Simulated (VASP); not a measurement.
# Al6O (Immm) in VASP: relaxation of cell and atoms with PBE

Aim: the relaxation of cell and atoms of Al6O with PBE.

Everything below comes from runs of VASP 6.6.1. Logs are shortened: lines on timing, memory, paths and dates and some standing lists are left out, and cuts for length are marked.

### Step 1. The cell of the first run

The structure is orthorhombic, space group Immm (No. 71). Conventional cell: a = 4.775 Å, b = 6.539 Å, c = 7.041 Å, α = 90.00°, β = 90.00°, γ = 90.00°. Al (site symmetry m) has 1 O at 1.95 Å and 5 Al at 2.31 to 2.60 Å within 2.6 Å. Al (site symmetry 2mm) has 1 Al at 1.55 Å within 2.1 Å. O (site symmetry mmm) has 4 Al at 1.95 Å within 2.6 Å.

The cell was generated, and may not be a known phase.

### Step 2. Relaxation of cell and atoms, PBE

File INCAR:

```
SYSTEM = Al6O
PREC = Accurate
ENCUT = 600
EDIFF = 1E-6
ISMEAR = 0
SIGMA = 0.2
LREAL = .FALSE.
LASPH = .TRUE.
NELM = 100
ALGO = Normal
ISIF = 3
LWAVE = .FALSE.
LCHARG = .FALSE.
GGA = PE
IBRION = 2
NSW = 36
EDIFFG = -0.08
```

File KPOINTS:

```
regular mesh
0
G
  4 4 4
  0 0 0
```

File POSCAR:

```
Al6O
1.0
   -2.3876868100      3.2693665400      3.5206316700
    2.3876868100     -3.2693665400      3.5206316700
    2.3876868100      3.2693665400     -3.5206316700
Al O
6 1
Direct
    0.9536587900      0.2768146000      0.6768441900
    0.0463412100      0.7231854000      0.3231558100
    0.5999704200      0.2768146000      0.3231558100
    0.4000295800      0.7231854000      0.6768441900
    0.5000000000      0.8378410200      0.3378410200
    0.5000000000      0.1621589800      0.6621589800
    0.0000000000      0.5000000000      0.5000000000
```

Potentials or basis: VASP PAW PBE potentials, release 64 (Al, O).

Started as:

```bash
cat potpaw_PBE.64/Al/POTCAR potpaw_PBE.64/O/POTCAR > POTCAR
mpirun -np 1 vasp_std > vasp.out
```

OUTCAR:

```text
SYSTEM = Al6O
   PREC = Accurate
   ENCUT = 600
   EDIFF = 1E-6
   ISMEAR = 0
   LREAL = .FALSE.
   LASPH = .TRUE.
   NELM = 100
   ISIF = 3
   GGA = PE
   IBRION = 2
   NSW = 36
   EDIFFG = -0.08

 ion  position               nearest neighbor table
   1  0.954  0.277  0.677-   7 1.95   3 2.31   6 2.39   5 2.39   2 2.60   2 2.60   5 3.09   6 3.09
                             4 3.14
   2  0.046  0.723  0.323-   7 1.95   4 2.31   5 2.39   6 2.39   1 2.60   1 2.60   6 3.09   5 3.09
                             3 3.14
   3  0.600  0.277  0.323-   7 1.95   1 2.31   5 2.39   6 2.39   4 2.60   4 2.60   6 3.09   5 3.09
                             2 3.14
   4  0.400  0.723  0.677-   7 1.95   2 2.31   6 2.39   5 2.39   3 2.60   3 2.60   5 3.09   6 3.09
                             1 3.14
   5  0.500  0.838  0.338-   6 1.55   2 2.39   1 2.39   3 2.39   4 2.39   4 3.09   1 3.09   2 3.09
                             3 3.09   6 3.23
   6  0.500  0.162  0.662-   5 1.55   1 2.39   2 2.39   4 2.39   3 2.39   3 3.09   2 3.09   1 3.09
                             4 3.09   5 3.23
   7  0.000  0.500  0.500-   3 1.95   4 1.95   1 1.95   2 1.95

 -----------------------------------------------------------------------------
|                                                                             |
|           W    W    AA    RRRRR   N    N  II  N    N   GGGG   !!!           |
|           W    W   A  A   R    R  NN   N  II  NN   N  G    G  !!!           |
|           W    W  A    A  R    R  N N  N  II  N N  N  G       !!!           |
|           W WW W  AAAAAA  RRRRR   N  N N  II  N  N N  G  GGG   !            |
|           WW  WW  A    A  R   R   N   NN  II  N   NN  G    G                |
|           W    W  A    A  R    R  N    N  II  N    N   GGGG   !!!           |
|                                                                             |
|     The distance between some ions is very small. Please check the          |
|     nearest-neighbor list in the OUTCAR file.                               |
|     I HOPE YOU KNOW WHAT YOU ARE DOING!                                     |
|                                                                             |
 -----------------------------------------------------------------------------

  LATTYP: Found a body centered orthorhombic cell.
 ALAT       =     4.7753736200
 B/A-ratio  =     1.3692610464
 C/A-ratio  =     1.4744947517

  Lattice vectors:

 A1 = (  -2.3876868100,   3.2693665400,   3.5206316700)
 A2 = (   2.3876868100,  -3.2693665400,   3.5206316700)
 A3 = (   2.3876868100,   3.2693665400,  -3.5206316700)

Analysis of symmetry for initial positions (statically):
=====================================================================
 Subroutine PRICEL returns:
 Original cell was already a primitive cell.

 Routine SETGRP: Setting up the symmetry group for a
 body centered orthorhombic supercell.

 Subroutine GETGRP returns: Found  8 space group operations
[... 149 lines left out ...]
   LEPSILON=     F    determine dielectric tensor
   LRPA    =     F    only Hartree local field effects (RPA)
 conjugate gradient relaxation of ions
 non-spin polarized calculation
 Gauss-broadening in eV      SIGMA  =   0.20
  energy-cutoff  :      600.00
  volume of cell :      109.93
 maximum number of plane-waves:      3694
 NGX is ok and might be reduce to    48
   NGX = 21   NGY = 21   NGZ = 21

--------------------------------------- Ionic step        1  -------------------------------------------

 number of electron      24.0000000 magnetization

 Free energy of the ion-electron system (eV)
  ---------------------------------------------------
  ext. energy  EPLUGINS =         0.00000000
  ---------------------------------------------------
  free energy    TOTEN  =       -17.65899828 eV

  energy without entropy =      -17.59552057  energy(sigma->0) =      -17.62725942

------------------------ aborting loop because EDIFF is reached ----------------------------------------

  FORCE on cell =-STRESS in cart. coord.  units (eV):
  Direction    XX          YY          ZZ          XY          YZ          ZX
  --------------------------------------------------------------------------------------
  -------------------------------------------------------------------------------------
  Total       49.3442984     17.5927124     11.9399871      0.0000000      0.0000000      0.0000000
  in kB      719.1607957    256.4022478    174.0174838      0.0000000      0.0000000      0.0000000
  external PRESSURE =     383.1935091 kB  Pullay stress =       0.0000000 kB
[... 28 lines left out ...]
--------------------------------------- Ionic step        2  -------------------------------------------

 number of electron      24.0000004 magnetization

 E-fermi :   2.4574     XC(G=0):  -7.6334

 val. band max:        2.4522802758   @ k =   0.2500   0.5000   0.0000
 cond. band min:       2.5476285138   @ k =   0.2500  -0.2500   0.2500
 fundamental gap:      0.0953482380
 Fermi energy:         2.4573995882

 k-point     1 :       0.0000    0.0000    0.0000
  band No.  band energies     occupation
      1     -16.3719      2.00000
      2      -6.4239      2.00000
      3      -4.3344      2.00000
      4      -3.8357      2.00000
      5      -1.6485      2.00000
      6      -1.5957      2.00000
[... 406 lines left out ...]
  FREE ENERGIE OF THE ION-ELECTRON SYSTEM (eV)
  ---------------------------------------------------
  free  energy   TOTEN  =       -28.5202988860 eV

  energy  without entropy=      -28.4811625138  energy(sigma->0) =      -28.50073070

[... ionic steps 4 to 13 ...]

--------------------------------------- Ionic step       14  -------------------------------------------

 number of electron      24.0000000 magnetization

------------------------ aborting loop because EDIFF is reached ----------------------------------------
[... 77 lines left out ...]
--------------------------------------- Ionic step       16  -------------------------------------------

 number of electron      24.0000000 magnetization

 Free energy of the ion-electron system (eV)
  ---------------------------------------------------
  ext. energy  EPLUGINS =         0.00000000
  ---------------------------------------------------
  free energy    TOTEN  =       -30.56941734 eV

  energy without entropy =      -30.54109851  energy(sigma->0) =      -30.55525793

 E-fermi :   6.4150     XC(G=0):  -9.4987

 val. band max:        6.3349304471   @ k =   0.2500  -0.2500   0.2500
 cond. band min:       6.4440071068   @ k =  -0.2500  -0.2500   0.2500
 fundamental gap:      0.1090766597
 Fermi energy:         6.4150107513

 k-point     1 :       0.0000    0.0000    0.0000
  band No.  band energies     occupation
      1     -14.0563      2.00000
      2      -3.4220      2.00000
      3      -1.5506      2.00000
      4      -1.5139      2.00000
      5       1.2767      2.00000
      6       2.1386      2.00000
[... 365 lines left out ...]
  FREE ENERGIE OF THE ION-ELECTRON SYSTEM (eV)
  ---------------------------------------------------
  free  energy   TOTEN  =       -30.5694173426 eV

  energy  without entropy=      -30.5410985079  energy(sigma->0) =      -30.55525793

 reached required accuracy - stopping structural energy minimisation
```

OSZICAR:

```text
N       E                     dE             d eps       ncg     rms          rms(c)
DAV:   1     0.998388163156E+02    0.99839E+02   -0.10644E+04   576   0.139E+03
DAV:   2    -0.120640836796E+02   -0.11190E+03   -0.11034E+03   784   0.211E+02
DAV:   3    -0.209827724532E+02   -0.89187E+01   -0.88705E+01   776   0.651E+01
[... 198 lines left out ...]
DAV:   4    -0.305694177511E+02    0.26777E-04   -0.40059E-04   664   0.137E-01    0.198E-02
DAV:   5    -0.305694179560E+02   -0.20497E-06   -0.59819E-05   776   0.618E-02    0.107E-02
DAV:   6    -0.305694167093E+02    0.12468E-05   -0.10493E-05   696   0.288E-02    0.526E-03
DAV:   7    -0.305694180287E+02   -0.13195E-05   -0.10125E-05   720   0.228E-02    0.583E-03
DAV:   8    -0.305694173426E+02    0.68614E-06   -0.34617E-06   560   0.160E-02
  16 F= -.30569417E+02 E0= -.30555258E+02  d E =-.276521E-01
```

Wall time 5.3 min (1 thread of Intel Xeon 6975P-C (Granite Rapids), shared host); peak memory 0.35 GiB.

What came out:

- Free energy: -30.5694 eV
- Relaxed volume: 17.46 Å³/atom
- Relaxed cell: a = 5.464 Å, b = 5.464 Å, c = 5.464 Å, α = 120.27°, β = 104.21°, γ = 104.50°
- Space group after relaxing (to 0.1 Å): I4/mmm (No. 139)
- Pressure after relaxing: 0.3 GPa
- Largest force after relaxing: 0.078 eV/Å
- Band gap on the k mesh: zero (bands 12 and 13 overlap by 1.93 eV)

Forces in eV/Å, atoms in the order of the input:
```
Al   0.000  0.014  0.077
Al   0.000 -0.014 -0.077
Al   0.000 -0.014  0.077
Al   0.000  0.014 -0.077
Al  -0.016  0.000  0.000
Al   0.016  0.000  0.000
O    0.000  0.000  0.000
```

Stress tensor (GPa, compression positive):
```
-0.13  0.00  0.00
 0.00  0.43  0.00
 0.00  0.00  0.48
```

Final structure:
```cif
data_structure
_symmetry_space_group_name_H-M 'P 1'
_symmetry_Int_Tables_number 1
_cell_length_a 5.4644
_cell_length_b 5.4644
_cell_length_c 5.4644
_cell_angle_alpha 120.274
_cell_angle_beta 104.207
_cell_angle_gamma 104.503
_cell_volume 122.20
loop_
_atom_site_label
_atom_site_type_symbol
_atom_site_fract_x
_atom_site_fract_y
_atom_site_fract_z
_atom_site_occupancy
Al1 Al 0.99799 0.28983 0.70816 1
Al2 Al 0.00201 0.71017 0.29184 1
Al3 Al 0.58166 0.28983 0.29184 1
Al4 Al 0.41834 0.71017 0.70816 1
Al5 Al 0.50000 0.74929 0.24929 1
Al6 Al 0.50000 0.25071 0.75071 1
O1 O 0.00000 0.50000 0.50000 1
```

Caveat: the k points lie up to 0.37 Å⁻¹ apart in the final cell, too coarse for converged energies and pressures of a metal; the relaxation stopped at a loose force limit of 0.08 eV/Å, so its end isn't a converged minimum.

The gap in the log of VASP goes by the Fermi energy; the results here count the filled bands.